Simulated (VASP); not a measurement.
# La in VASP: notebook

Aim: see how the results for La move with the level of theory and the settings. Levels: PBE, LDA. Tasks: single point.

Everything below comes from runs of VASP 6.6.1. Logs are shortened: lines on timing, memory, paths and dates and some standing lists are left out, and cuts for length are marked.

## (1) The cell of the first run

The typed cell holds 2 atoms: a = 3.750 Å, b = 3.750 Å, c = 6.070 Å, α = 90.00°, β = 90.00°, γ = 120.00°.

## (2) Single point, PBE (atoms moved at random)

File INCAR:

```
SYSTEM = La
ALGO     = Fast           ! electronic algorithm
EDIFF    = 1E-7           ! SCF threshold, eV
ENCUT    = 520            ! plane-wave cutoff, eV
GGA      = PE             ! functional
ISIF     = 2              ! what is computed and relaxed
ISMEAR   = -1             ! smearing method
LASPH    = .True.         ! aspherical terms in the spheres
LCHARG   = .True.         ! write CHGCAR
LELF     = .True.         ! ELF
LREAL    = .False.        ! projectors in reciprocal space
LVHAR    = .True.       
LWAVE    = .False.        ! write WAVECAR
NBANDS   = 18             ! bands
NELM     = 80             ! most SCF steps
PREC     = Accurate       ! precision mode
SIGMA    = 0.05           ! smearing width, eV
```

File KPOINTS:

```
k-points
0
Gamma
  8 8 5
  0 0 0
```

File POSCAR:

```
La
1.0
    3.7500000000      0.0000000000      0.0000000000
   -1.8750000000      3.2475952642      0.0000000000
    0.0000000000      0.0000000000      6.0700000000
La
2
Direct
    0.6607810000      0.3122920000      0.7432630000
    0.3326420000      0.6590090000      0.2516110000
```

Potentials or basis: VASP PAW PBE potentials, release 64 (La).

Started as:

```console
$ cat potpaw_PBE.64/La/POTCAR > POTCAR
$ mpirun -np 1 vasp_std > vasp.out
```

OUTCAR:

```text
SYSTEM = La
   EDIFF = 1E-7
   ENCUT = 520
   GGA = PE
   ISIF = 2
   ISMEAR = -1
   LASPH = .True.
   LREAL = .False.
   NELM = 80
   PREC = Accurate

 ion  position               nearest neighbor table
   1  0.661  0.312  0.743-   2 3.66
   2  0.333  0.659  0.252-   1 3.66

  LATTYP: Found a hexagonal cell.
 ALAT       =     3.7500000000
 C/A-ratio  =     1.6186666667

  Lattice vectors:

 A1 = (   3.7500000000,   0.0000000000,   0.0000000000)
 A2 = (  -1.8750000000,   3.2475952642,   0.0000000000)
 A3 = (   0.0000000000,   0.0000000000,   6.0700000000)

Analysis of symmetry for initial positions (statically):
=====================================================================
 Subroutine PRICEL returns:
 Original cell was already a primitive cell.

 Routine SETGRP: Setting up the symmetry group for a
 hexagonal supercell.

 Subroutine GETGRP returns: Found  2 space group operations
 (whereof  1 operations were pure point group operations)
 out of a pool of 24 trial point group operations.

The static configuration has the point symmetry C_1 .
 The point group associated with its full space group is S_2 .

Analysis of symmetry for dynamics (positions and initial velocities):
=====================================================================
 Subroutine PRICEL returns:
 Original cell was already a primitive cell.

 Routine SETGRP: Setting up the symmetry group for a
 hexagonal supercell.

 Subroutine GETGRP returns: Found  2 space group operations
 (whereof  1 operations were pure point group operations)
 out of a pool of 24 trial point group operations.

The dynamic configuration has the point symmetry C_1 .
 The point group associated with its full space group is S_2 .

 Subroutine INISYM returns: Found  2 space group operations
 (whereof  1 operations are pure point group operations),
 and found     1 'primitive' translations

----------------------------------------------------------------------------------------

                                     Primitive cell

  volume of cell :      73.9234

  direct lattice vectors                    reciprocal lattice vectors
     3.750000000  0.000000000  0.000000000     0.266666667  0.153960072  0.000000000
    -1.875000000  3.247595264  0.000000000     0.000000000  0.307920144  0.000000000
     0.000000000  0.000000000  6.070000000     0.000000000  0.000000000  0.164744646

[... 79 lines left out ...]
   LSORBIT =      F    spin-orbit coupling
   LASPH  =      T    aspherical Exc in radial PAW
   ENCUT  =  520.0 eV  38.22 Ry    6.18 a.u.   6.97  6.97 11.29*2*pi/ulx,y,z
   NELM   =     80;   NELMIN=  2; NELMDL= -5     # of ELM steps
   EDIFF  = 0.1E-06   stopping-criterion for ELM
   LREAL  =      F    real-space projection
   EDIFFG = 0.1E-05   stopping-criterion for IOM
   NSW    =      0    number of steps for IOM
   IBRION =     -1    ionic relax: 0-MD 1-quasi-New 2-CG
   NFREE  =      0    steps in history (QN), initial steepest desc. (CG)
   ISIF   =      2    stress and relaxation
   ISYM   =      2    0-nonsym 1-usesym 2-fastsym
   POTIM  = 0.5000    time-step for ionic-motion
   TEBEG  =    0.0;   TEEND  =   0.0 temperature during run
   PSTRESS=    0.0 pullay stress
   NELECT =      22.0000    total number of electrons
   NUPDOWN=      -1.0000    fix difference up-down
   EMIN   =  10.00;   EMAX   =-10.00  energy-range for DOS
   EFERMI =   0.00;   METHOD = LEGACY
   ISMEAR =    -1;   SIGMA  =   0.05  broadening in eV -4-tet -1-fermi 0-gaus
   EFERMI_NEDOS =   21; number of points for ismear=-14 and -15
   IALGO  =     68    algorithm
   IMIX   =      4    mixing-type and parameters
     AMIX     =   0.40;   BMIX     =  1.00
     AMIX_MAG =   1.60;   BMIX_MAG =  1.00
  volume/ion in A,a.u.               =      36.96       249.43
  Fermi-wavevector in a.u.,A,eV,Ry     =   1.093004  2.065478 16.254307  1.194658
  Thomas-Fermi vector in A             =   2.229281
   LORBIT       =      0    0 simple, 1 ext, 2 COOP (PROOUT), +10 PAW based schemes
   GGA     = PE    functional components
   LHFCALC =     F    Hartree Fock is set to
   AEXX    =    0.0000 exact exchange contribution
   IVDW    =     0    specifies the selected vdW correction
   LEPSILON=     F    determine dielectric tensor
   LRPA    =     F    only Hartree local field effects (RPA)
 non-spin polarized calculation
 RMM-DIIS sequential band-by-band and
  energy-cutoff  :      520.00
  volume of cell :       73.92
 maximum number of plane-waves:      2008
   NGX = 13   NGY = 13   NGZ = 23

 number of electron      21.9999999 magnetization

 Free energy of the ion-electron system (eV)
  ---------------------------------------------------
  ext. energy  EPLUGINS =         0.00000000
  ---------------------------------------------------
  free energy    TOTEN  =        -9.70713327 eV

  energy without entropy =       -9.67087518  energy(sigma->0) =       -9.68900422

 E-fermi :   7.9031     XC(G=0):  -9.5807

 val. band max:        7.9010154196   @ k =   0.2500   0.0000   0.0000
 cond. band min:       7.9076192667   @ k =  -0.1250   0.2500   0.2000
 fundamental gap:      0.0066038471
 Fermi energy:         7.9030781196

 k-point     1 :       0.0000    0.0000    0.0000
  band No.  band energies     occupation
      1     -24.9552      2.00000
      2     -24.7474      2.00000
      3      -9.3505      2.00000
      4      -8.1458      2.00000
      5      -8.1291      2.00000
      6      -7.9558      2.00000
[... 481 lines left out ...]
      5      -8.7092      2.00000
      6      -8.5262      2.00000
[... 10 lines left out ...]
     17       9.7648      0.00000
     18       9.7722      0.00000

 [... further k-points ...]

------------------------ aborting loop because EDIFF is reached ----------------------------------------

  FORCE on cell =-STRESS in cart. coord.  units (eV):
  Direction    XX          YY          ZZ          XY          YZ          ZX
  --------------------------------------------------------------------------------------
  -------------------------------------------------------------------------------------
  Total        0.3434829      0.4567227      0.2498997     -0.0185499      0.0090016      0.0059701
  in kB        7.4444720      9.8987718      5.4161970     -0.4020414      0.1950970      0.1293927
  external PRESSURE =       7.5864802 kB  Pullay stress =       0.0000000 kB

 VOLUME and BASIS-vectors are now :
 -----------------------------------------------------------------------------
  energy-cutoff  :      520.00
  volume of cell :       73.92
      direct lattice vectors                 reciprocal lattice vectors
     3.750000000  0.000000000  0.000000000     0.266666667  0.153960072  0.000000000
    -1.875000000  3.247595264  0.000000000     0.000000000  0.307920144  0.000000000
     0.000000000  0.000000000  6.070000000     0.000000000  0.000000000  0.164744646

 POSITION                                       TOTAL-FORCE (eV/Angst)
 -----------------------------------------------------------------------------------
      1.89238      1.01420      4.51161         0.000973      0.006483      0.080433
      0.01177      2.14019      1.52728        -0.000973     -0.006483     -0.080433
 -----------------------------------------------------------------------------------
    total drift:                                0.000039      0.000008     -0.000048

  FREE ENERGIE OF THE ION-ELECTRON SYSTEM (eV)
  ---------------------------------------------------
  free  energy   TOTEN  =        -9.7071332706 eV

  energy  without entropy=       -9.6708751793  energy(sigma->0) =       -9.68900422
```

Wall time 12 min (1 thread of Intel Xeon Platinum 8375C at 2.90GHz (Ice Lake), shared host); peak memory 0.37 GiB.

What came out:

```yaml
Free_energy: -9.7071 eV
Pressure: 0.8 GPa
Largest_force: 0.081 eV/Å
Band_gap_on_the_k_mesh: zero (bands 11 and 12 overlap by 1.30 eV)
```

Forces on the atoms (eV/Å):
```
La   0.001  0.006  0.080
La  -0.001 -0.006 -0.080
```

Levels at points of the mesh, in eV from the Fermi level:
| k point | band 9 | band 10 | band 11 | band 12 | band 13 | band 14 |
| --- | --- | --- | --- | --- | --- | --- |
| (0.00, 0.00, 0.00) | -3.16 | -1.76 | 1.10 | 1.32 | 1.34 | 1.55 |
| (0.50, 0.00, 0.00) | -1.61 | -1.17 | -1.17 | 1.21 | 1.23 | 1.34 |
| (0.00, 0.50, 0.00) | -1.60 | -1.12 | -1.08 | 1.19 | 1.23 | 1.25 |
| (0.50, 0.50, 0.00) | -1.61 | -1.19 | -1.17 | 1.22 | 1.22 | 1.36 |

Caveat: the cell differs from its parent crystal (atoms moved at random); spin-orbit coupling is left out, which moves the levels of the heavy elements.

## (3) Single point, LDA (34.74 Å³/atom)

This run uses another cell than the first one, of 34.74 Å³/atom.

File INCAR:

```
ALGO = Fast
EDIFF = 1E-7
ENCUT = 520
ISIF = 2
ISMEAR = -1
LASPH = True
LCHARG = False
LREAL = False
LWAVE = False
NBANDS = 18
NELM = 80
PREC = Accurate
SIGMA = 0.05
```

File KPOINTS:

```
k-points
0
Gamma
  8 8 5
```

File POSCAR:

```
La
1.0
    3.6734479077      0.0000000000      0.0000000000
   -1.8367239538      3.1812992075      0.0000000000
    0.0000000000      0.0000000000      5.9460876799
La
2
Direct
    0.6666666667      0.3333333333      0.7500000000
    0.3333333333      0.6666666667      0.2500000000
```

Potentials or basis: VASP PAW LDA potentials, release 64 (La).

Started as:

```console
$ cat potpaw_LDA.64/La/POTCAR > POTCAR
$ mpirun -np 1 vasp_std > vasp.out
```

Wall time 4.5 min (1 thread of Intel Xeon 8259CL, shared host); peak memory 0.19 GiB.

The run converged. Its results:

| Item | Value |
| --- | --- |
| Free energy | -11.0549 eV |
| Pressure | -1.5 GPa |
| Band gap on the k mesh | zero (bands 11 and 12 overlap by 1.29 eV) |

Levels at points of the mesh, in eV from the Fermi level:
| k point | band 9 | band 10 | band 11 | band 12 | band 13 | band 14 |
| --- | --- | --- | --- | --- | --- | --- |
| (0.00, 0.00, 0.00) | -3.14 | -1.84 | 1.02 | 1.33 | 1.33 | 1.45 |
| (0.50, 0.00, 0.00) | -1.75 | -1.24 | -1.17 | 1.24 | 1.34 | 1.37 |

Caveat: spin-orbit coupling is left out, which moves the levels of the heavy elements.

## (4) Single point, LDA (35.48 Å³/atom)

This run uses another cell than the first one, of 35.48 Å³/atom.

File INCAR:

```
PREC = Accurate
ENCUT = 520
EDIFF = 1E-7
ISMEAR = -1
SIGMA = 0.05
LREAL = False
LASPH = True
NELM = 100
ALGO = Normal
ISIF = 2
LWAVE = False
LCHARG = False
GGA = CA
NBANDS = 18
```

File KPOINTS:

```
Automatic mesh
0
Gamma
  8 8 5
```

File POSCAR:

```
La
1.0
    3.6993181115      0.0000000000      0.0000000000
   -1.8496590557      3.2037034612      0.0000000000
    0.0000000000      0.0000000000      5.9879629165
La
2
Direct
    0.6666666667      0.3333333333      0.7500000000
    0.3333333333      0.6666666667      0.2500000000
```

Started as:

```console
$ cat potpaw_LDA.64/La/POTCAR > POTCAR
$ mpirun -np 1 vasp_std > vasp.out
```

Wall time 52 s (1 thread of Intel Xeon 8259CL, shared host); peak memory 0.18 GiB.

It converged, with:

```
Free energy            : -11.0388 eV
Pressure               : -2.0 GPa
Band gap on the k mesh : zero (bands 11 and 12 overlap by 1.27 eV)
```

Stress tensor (GPa, compression positive):
```
-1.96  0.00  0.00
 0.00 -1.96  0.00
 0.00  0.00 -2.05
```

Levels at points of the mesh, in eV from the Fermi level:
```csv
k point,band 9,band 10,band 11,band 12,band 13,band 14
"(0.00, 0.00, 0.00)",-3.16,-1.81,1.02,1.32,1.32,1.42
"(0.50, 0.00, 0.00)",-1.70,-1.20,-1.17,1.24,1.29,1.33
```

Caveat: spin-orbit coupling is left out, which moves the levels of the heavy elements.

## (5) Single point, LDA (36.22 Å³/atom)

This run uses another cell than the first one, of 36.22 Å³/atom.

File INCAR:

```
PREC = Accurate
ENCUT = 520
EDIFF = 1E-6
ISMEAR = -1
SIGMA = 0.05
LREAL = False
LASPH = True
NELM = 100
ALGO = Fast
ISIF = 2
LWAVE = False
LCHARG = False
NBANDS = 18
```

File KPOINTS:

```
regular mesh
0
Gamma
  8 8 5
```

File POSCAR:

```
La
1.0
    3.7248314564      0.0000000000      0.0000000000
   -1.8624157282      3.2257986661      0.0000000000
    0.0000000000      0.0000000000      6.0292605175
La
2
Direct
    0.6666666667      0.3333333333      0.7500000000
    0.3333333333      0.6666666667      0.2500000000
```

Started as:

```console
$ cat potpaw_LDA.64/La/POTCAR > POTCAR
$ mpirun -np 1 vasp_std > vasp.out
```

Run time: 3.2 min. Hardware: 1 thread of Intel Xeon 8259CL, shared host; peak memory 0.19 GiB.

Results (log left out):

* Free energy: -11.0185 eV
* Pressure: -2.4 GPa
* Band gap on the k mesh: zero (bands 11 and 12 overlap by 1.24 eV)

Stress tensor (GPa, compression positive):
```
-2.36  0.00  0.00
 0.00 -2.36  0.00
 0.00  0.00 -2.56
```

Levels at points of the mesh, in eV from the Fermi level:
```csv
k point,band 7,band 8,band 9,band 10,band 11,band 12,band 13,band 14,band 15,band 16
"(0.00, 0.00, 0.00)",-15.65,-15.63,-3.17,-1.79,1.01,1.31,1.31,1.40,1.50,1.62
"(0.50, 0.00, 0.00)",-16.01,-15.84,-1.65,-1.17,-1.16,1.23,1.23,1.29,1.35,1.72
```

Caveat: spin-orbit coupling is left out, which moves the levels of the heavy elements.

## (6) Summary

```tsv
level	potentials or basis	cell	gap on the mesh (eV)	pressure (GPa)
PBE	VASP PAW PBE potentials, release 64 (La)	a = 3.750, b = 3.750, c = 6.070 Å, angles 90.0, 90.0, 120.0°, 2 atoms, atomic positions A	none	0.8
LDA	VASP PAW LDA potentials, release 64 (La)	a = 3.673, b = 3.673, c = 5.946 Å, angles 90.0, 90.0, 120.0°, 2 atoms, atomic positions B	none	-1.5
LDA	VASP PAW LDA potentials, release 64 (La)	a = 3.699, b = 3.699, c = 5.988 Å, angles 90.0, 90.0, 120.0°, 2 atoms, atomic positions B	none	-2.0
LDA	VASP PAW LDA potentials, release 64 (La)	a = 3.725, b = 3.725, c = 6.029 Å, angles 90.0, 90.0, 120.0°, 2 atoms, atomic positions B	none	-2.4
```

Alike in all rows: task single point; no spin polarisation; k mesh 8 × 8 × 5; cutoff (eV) 520; smearing fermi-dirac 0.05 eV.

Caveats: spin-orbit coupling is left out, which moves the levels of the heavy elements.

Total energies depend on the potentials used, so only differences within one code and one set of settings carry meaning.
